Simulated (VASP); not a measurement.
# W (Im-3m) in VASP: a series of runs

Runs on W. Level: PBE. Tasks: single point, relaxation of volume and atoms at fixed shape.

All numbers are computed with VASP 6.6.1; they aren't measurements. Logs are shortened: lines on timing, memory, paths and dates and some standing lists are left out, and cuts for length are marked.

### 1 The cell of the first run

Symmetry: Im-3m, No. 229, cubic system. Conventional cell: a = 3.186 Å, b = 3.186 Å, c = 3.186 Å, α = 90.00°, β = 90.00°, γ = 90.00°. Within 3.6 Å of W (site symmetry m-3m) lie 14 W at 2.76 to 3.19 Å.

### 2 Single point, PBE

File INCAR:

```
ALGO = Normal
EDIFF = 1E-6
ENCUT = 500
GGA = PE
GGA_COMPAT = F
ISIF = 2
ISMEAR = -1
LASPH = T
LCHARG = F
LREAL = F
LWAVE = F
NBANDS = 21
NELM = 120
PREC = Accurate
SIGMA = 0.05
```

File KPOINTS:

```
k-points
0
Gamma
  7 7 7
```

File POSCAR:

```
W
1.0
    3.1861493604      0.0000000000      0.0000000000
    0.0000000000      3.1861493604      0.0000000000
    0.0000000000      0.0000000000      3.1861493604
W
2
Direct
    0.0000000000      0.0000000000      0.0000000000
    0.5000000000      0.5000000000      0.5000000000
```

Potentials or basis: VASP PAW PBE potentials, release 64 (W_sv).

Run with:

```sh
$ cat potpaw_PBE.64/W_sv/POTCAR > POTCAR
$ mpirun -np 1 vasp_std > vasp.out
```

OUTCAR:

```text
EDIFF = 1E-6
   ENCUT = 500
   GGA = PE
   ISIF = 2
   ISMEAR = -1
   LASPH = T
   LREAL = F
   NELM = 120
   PREC = Accurate

 ion  position               nearest neighbor table
   1  0.000  0.000  0.000-   2 2.76   2 2.76   2 2.76   2 2.76   2 2.76   2 2.76   2 2.76   2 2.76

   2  0.500  0.500  0.500-   1 2.76   1 2.76   1 2.76   1 2.76   1 2.76   1 2.76   1 2.76   1 2.76

  LATTYP: Found a simple cubic cell.
 ALAT       =     3.1861493604

  Lattice vectors:

 A1 = (   3.1861493604,   0.0000000000,   0.0000000000)
 A2 = (   0.0000000000,   3.1861493604,   0.0000000000)
 A3 = (   0.0000000000,   0.0000000000,   3.1861493604)

Analysis of symmetry for initial positions (statically):
=====================================================================
 Subroutine PRICEL returns following result:

  LATTYP: Found a body centered cubic cell.
 ALAT       =     3.1861493604

  Lattice vectors:

 A1 = (   1.5930746802,   1.5930746802,  -1.5930746802)
 A2 = (  -1.5930746802,   1.5930746802,   1.5930746802)
 A3 = (   1.5930746802,  -1.5930746802,   1.5930746802)

   2 primitive cells build up your supercell.

 Routine SETGRP: Setting up the symmetry group for a
 simple cubic supercell.

 Subroutine GETGRP returns: Found 48 space group operations
 (whereof 48 operations were pure point group operations)
 out of a pool of 48 trial point group operations.

The static configuration has the point symmetry O_h .

Analysis of symmetry for dynamics (positions and initial velocities):
=====================================================================
 Subroutine PRICEL returns following result:

  LATTYP: Found a body centered cubic cell.
 ALAT       =     3.1861493604

  Lattice vectors:

 A1 = (   1.5930746802,   1.5930746802,  -1.5930746802)
 A2 = (  -1.5930746802,   1.5930746802,   1.5930746802)
 A3 = (   1.5930746802,  -1.5930746802,   1.5930746802)

   2 primitive cells build up your supercell.

 Routine SETGRP: Setting up the symmetry group for a
 simple cubic supercell.

 Subroutine GETGRP returns: Found 48 space group operations
 (whereof 48 operations were pure point group operations)
 out of a pool of 48 trial point group operations.

The dynamic configuration has the point symmetry O_h .

 Subroutine INISYM returns: Found 48 space group operations
 (whereof 48 operations are pure point group operations),
 and found     2 'primitive' translations

----------------------------------------------------------------------------------------

                                     Primitive cell

  volume of cell :      16.1722

  direct lattice vectors                    reciprocal lattice vectors
     1.593074680  1.593074680 -1.593074680     0.313858481  0.313858481  0.000000000
    -1.593074680  1.593074680  1.593074680    -0.000000000  0.313858481  0.313858481
     1.593074680 -1.593074680  1.593074680     0.313858481  0.000000000  0.313858481

  length of vectors
     2.759286286  2.759286286  2.759286286     0.443862921  0.443862921  0.443862921

  position of ions in fractional coordinates (direct lattice)
     0.000000000  0.000000000  0.000000000

  ion indices of the primitive-cell ions
   primitive index   ion index
                 1           1

----------------------------------------------------------------------------------------

 KPOINTS: k-points

Automatic generation of k-mesh.
 Grid dimensions read from file:
 generate k-points for:    7    7    7

 Generating k-lattice:

  Cartesian coordinates                     Fractional coordinates (reciprocal lattice)
     0.044836926  0.000000000  0.000000000     0.142857143  0.000000000  0.000000000
     0.000000000  0.044836926  0.000000000     0.000000000  0.142857143  0.000000000
     0.000000000  0.000000000  0.044836926     0.000000000  0.000000000  0.142857143

  Length of vectors
     0.044836926  0.044836926  0.044836926

  Shift w.r.t. Gamma in fractional coordinates (k-lattice)
     0.000000000  0.000000000  0.000000000

 Subroutine IBZKPT returns following result:
 ===========================================

 Found     20 irreducible k-points:

 Following reciprocal coordinates:
            Coordinates               Weight
  0.000000  0.000000  0.000000      1.000000
  0.142857  0.000000  0.000000      6.000000
  0.285714  0.000000  0.000000      6.000000
  0.428571  0.000000  0.000000      6.000000
  0.142857  0.142857  0.000000     12.000000
  0.285714  0.142857  0.000000     24.000000
[... 12 lines left out ...]
  0.428571  0.428571  0.285714     24.000000
  0.428571  0.428571  0.428571      8.000000
   k-points           NKPTS =     20   k-points in BZ     NKDIM =     20   number of bands    NBANDS=     21
   number of dos      NEDOS =    301   number of ions     NIONS =      2
   total plane-waves  NPLWV =  13824
   dimension x,y,z NGX =    24 NGY =   24 NGZ =   24
   dimension x,y,z NGXF=    48 NGYF=   48 NGZF=   48
   ions per type =               2
   NGX,Y,Z   is equivalent  to a cutoff of  12.52, 12.52, 12.52 a.u.
   NGXF,Y,Z  is equivalent  to a cutoff of  25.05, 25.05, 25.05 a.u.
 SYSTEM =  unknown system
   PREC   = accura    normal or accurate (medium, high low for compatibility)
   ISTART =      0    job   : 0-new  1-cont  2-samecut
   ICHARG =      2    charge: 1-file 2-atom 10-const
   ISPIN  =      1    spin polarized calculation?
   LNONCOLLINEAR =      F non collinear calculations
   LSORBIT =      F    spin-orbit coupling
   LASPH  =      T    aspherical Exc in radial PAW
   ENCUT  =  500.0 eV  36.75 Ry    6.06 a.u.   5.81  5.81  5.81*2*pi/ulx,y,z
   NELM   =    120;   NELMIN=  2; NELMDL= -5     # of ELM steps
   EDIFF  = 0.1E-05   stopping-criterion for ELM
   LREAL  =      F    real-space projection
   EDIFFG = 0.1E-04   stopping-criterion for IOM
   NSW    =      0    number of steps for IOM
   IBRION =     -1    ionic relax: 0-MD 1-quasi-New 2-CG
   NFREE  =      0    steps in history (QN), initial steepest desc. (CG)
   ISIF   =      2    stress and relaxation
   ISYM   =      2    0-nonsym 1-usesym 2-fastsym
   POTIM  = 0.5000    time-step for ionic-motion
   TEBEG  =    0.0;   TEEND  =   0.0 temperature during run
   PSTRESS=    0.0 pullay stress
   NELECT =      28.0000    total number of electrons
   NUPDOWN=      -1.0000    fix difference up-down
   EMIN   =  10.00;   EMAX   =-10.00  energy-range for DOS
   EFERMI =   0.00;   METHOD = LEGACY
   ISMEAR =    -1;   SIGMA  =   0.05  broadening in eV -4-tet -1-fermi 0-gaus
   EFERMI_NEDOS =   21; number of points for ismear=-14 and -15
   IALGO  =     38    algorithm
   IMIX   =      4    mixing-type and parameters
     AMIX     =   0.40;   BMIX     =  1.00
     AMIX_MAG =   1.60;   BMIX_MAG =  1.00
  volume/ion in A,a.u.               =      16.17       109.14
  Fermi-wavevector in a.u.,A,eV,Ry     =   1.560252  2.948448 33.121831  2.434386
  Thomas-Fermi vector in A             =   2.663491
   LORBIT       =      0    0 simple, 1 ext, 2 COOP (PROOUT), +10 PAW based schemes
   GGA     = PE    functional components
   LHFCALC =     F    Hartree Fock is set to
   AEXX    =    0.0000 exact exchange contribution
   IVDW    =     0    specifies the selected vdW correction
   LEPSILON=     F    determine dielectric tensor
   LRPA    =     F    only Hartree local field effects (RPA)
 non-spin polarized calculation
  energy-cutoff  :      500.00
  volume of cell :       32.34
 maximum number of plane-waves:       830
 NGX is ok and might be reduce to    24
   NGX = 11   NGY = 11   NGZ = 11

 number of electron      27.9999993 magnetization

 Free energy of the ion-electron system (eV)
  ---------------------------------------------------
  ext. energy  EPLUGINS =         0.00000000
  ---------------------------------------------------
  free energy    TOTEN  =       -25.87858542 eV

  energy without entropy =      -25.86614762  energy(sigma->0) =      -25.87236652

 E-fermi :  11.1907     XC(G=0): -13.5309

 val. band max:       11.1645071772   @ k =   0.2857   0.2857   0.0000
 cond. band min:      11.3063018105   @ k =   0.4286   0.1429   0.0000
 fundamental gap:      0.1417946333
 Fermi energy:        11.1906521684

 k-point     1 :       0.0000    0.0000    0.0000
  band No.  band energies     occupation
      1     -63.0750      2.00000
      2     -62.8609      2.00000
      3     -27.5094      2.00000
      4     -27.5094      2.00000
      5     -27.5094      2.00000
      6     -26.6637      2.00000
[... 13 lines left out ...]
     20      19.2410      0.00000
     21      19.2410      0.00000

 k-point     2 :       0.1429    0.0000    0.0000
  band No.  band energies     occupation
      1     -63.0631      2.00000
      2     -62.8701      2.00000
      3     -27.5086      2.00000
      4     -27.4664      2.00000
      5     -27.4664      2.00000
      6     -26.7502      2.00000
[... 13 lines left out ...]
     20      17.8028      0.00000
     21      21.3710      0.00000

 k-point     3 :       0.2857    0.0000    0.0000
  band No.  band energies     occupation
      1     -63.0303      2.00000
      2     -62.8966      2.00000
      3     -27.4840      2.00000
      4     -27.3465      2.00000
      5     -27.3465      2.00000
      6     -26.9646      2.00000
[... 13 lines left out ...]
     20      15.5784      0.00000
     21      24.9145      0.00000
[... 361 lines left out ...]
 k-point    19 :       0.4286    0.4286    0.2857
  band No.  band energies     occupation
      1     -62.9516      2.00000
      2     -62.9450      2.00000
      3     -27.6462      2.00000
      4     -27.6293      2.00000
      5     -27.2653      2.00000
      6     -27.1339      2.00000
[... 13 lines left out ...]
     20      19.4245      0.00000
     21      20.2454      0.00000

 k-point    20 :       0.4286    0.4286    0.4286
  band No.  band energies     occupation
      1     -62.9467      2.00000
      2     -62.9443      2.00000
      3     -27.5080      2.00000
      4     -27.3930      2.00000
      5     -27.3930      2.00000
      6     -27.1299      2.00000
[... 13 lines left out ...]
     20      18.4660      0.00000
     21      21.3600      0.00000

------------------------ aborting loop because EDIFF is reached ----------------------------------------

  FORCE on cell =-STRESS in cart. coord.  units (eV):
  Direction    XX          YY          ZZ          XY          YZ          ZX
  --------------------------------------------------------------------------------------
  -------------------------------------------------------------------------------------
  Total        0.0956834      0.0956834      0.0956834      0.0000000      0.0000000     -0.0000000
  in kB        4.7396794      4.7396794      4.7396794      0.0000000      0.0000000     -0.0000000
  external PRESSURE =       4.7396794 kB  Pullay stress =       0.0000000 kB

 VOLUME and BASIS-vectors are now :
 -----------------------------------------------------------------------------
  energy-cutoff  :      500.00
  volume of cell :       32.34
      direct lattice vectors                 reciprocal lattice vectors
     3.186149360  0.000000000  0.000000000     0.313858481  0.000000000  0.000000000
     0.000000000  3.186149360  0.000000000     0.000000000  0.313858481  0.000000000
     0.000000000  0.000000000  3.186149360     0.000000000  0.000000000  0.313858481

 POSITION                                       TOTAL-FORCE (eV/Angst)
 -----------------------------------------------------------------------------------
      0.00000      0.00000      0.00000        -0.000000     -0.000000     -0.000000
      1.59307      1.59307      1.59307         0.000000      0.000000      0.000000
 -----------------------------------------------------------------------------------
    total drift:                                0.000000      0.000000     -0.000000

  FREE ENERGIE OF THE ION-ELECTRON SYSTEM (eV)
  ---------------------------------------------------
  free  energy   TOTEN  =       -25.8785854241 eV

  energy  without entropy=      -25.8661476220  energy(sigma->0) =      -25.87236652
```

Run time: 8.9 s. Hardware: 1 thread of Intel Xeon 6975P-C (Granite Rapids), shared host; peak memory 0.13 GiB.

What came out:

```
Free energy            : -25.8786 eV
Pressure               : 0.5 GPa
Band gap on the k mesh : zero (bands 14 and 15 overlap by 0.26 eV)
```

Caveat: spin-orbit coupling is left out, which moves the levels of the heavy elements.

### 3 Relaxation of volume and atoms at fixed shape, PBE

This run uses another cell than the first one, of 15.78 Å³/atom.

File INCAR:

```
ALGO = Normal
EDIFF = 1E-7
EDIFFG = -0.02
ENCUT = 500
GGA = PE
GGA_COMPAT = False
IBRION = 2
ISIF = 8
ISMEAR = -1
LASPH = True
LCHARG = False
LREAL = False
LWAVE = False
NELM = 120
NELMIN = 4
NSW = 60
PREC = Accurate
SIGMA = 0.05
```

KPOINTS is that of step 2.

File POSCAR:

```
W
1.0
    3.1600000000      0.0000000000      0.0000000000
    0.0000000000      3.1600000000      0.0000000000
    0.0000000000      0.0000000000      3.1600000000
W
2
Direct
    0.0000000000      0.0000000000      0.0000000000
    0.5000000000      0.5000000000      0.5000000000
```

Potentials or basis: VASP PAW PBE potentials, release 64 (W_sv).

Run with:

```sh
$ cat potpaw_PBE.64/W_sv/POTCAR > POTCAR
$ mpirun -np 1 vasp_std > vasp.out
```

Run time: 28 s. Hardware: 1 thread of Intel Xeon 6975P-C (Granite Rapids), shared host; peak memory 0.14 GiB.

Results (log left out):

- Free energy: -25.8781 eV
- Relaxed volume: 16.20 Å³/atom
- Relaxed cell: a = 3.188 Å, b = 3.188 Å, c = 3.188 Å, α = 90.00°, β = 90.00°, γ = 90.00°
- Space group after relaxing (to 0.1 Å): Im-3m (No. 229)
- Energy gained by relaxing: 10.8 meV/atom
- Ionic steps: 4
- Pressure after relaxing: 0.0 GPa
- Band gap on the k mesh: zero (bands 14 and 15 overlap by 0.26 eV)

Step by step:
| step | energy change (eV) | largest force (eV/Å) | pressure (GPa) | volume (Å³) |
| --- | --- | --- | --- | --- |
| 1 | 0.0000 | 0.0000 | 8.43 | 31.55 |
| 2 | 0.2201 | 0.0000 | -23.00 | 35.50 |
| 3 | -0.0216 | 0.0000 | -0.29 | 32.43 |
| 4 | -0.0216 | 0.0000 | -0.01 | 32.40 |

Final structure:
```
W
1.0
     3.18784    0.00000    0.00000
     0.00000    3.18784    0.00000
     0.00000    0.00000    3.18784
W
2
Direct
  0.00000 0.00000 0.00000
  0.50000 0.50000 0.50000
```

Levels at points of the mesh, in eV from the Fermi level:
```tsv
k point	band 12	band 13	band 14	band 15	band 16	band 17
(0.00, 0.00, 0.00)	-1.24	-1.24	-1.24	2.17	2.17	4.96
```

Caveat: spin-orbit coupling is left out, which moves the levels of the heavy elements.

The gap in the log of VASP goes by the Fermi energy; the results here count the filled bands.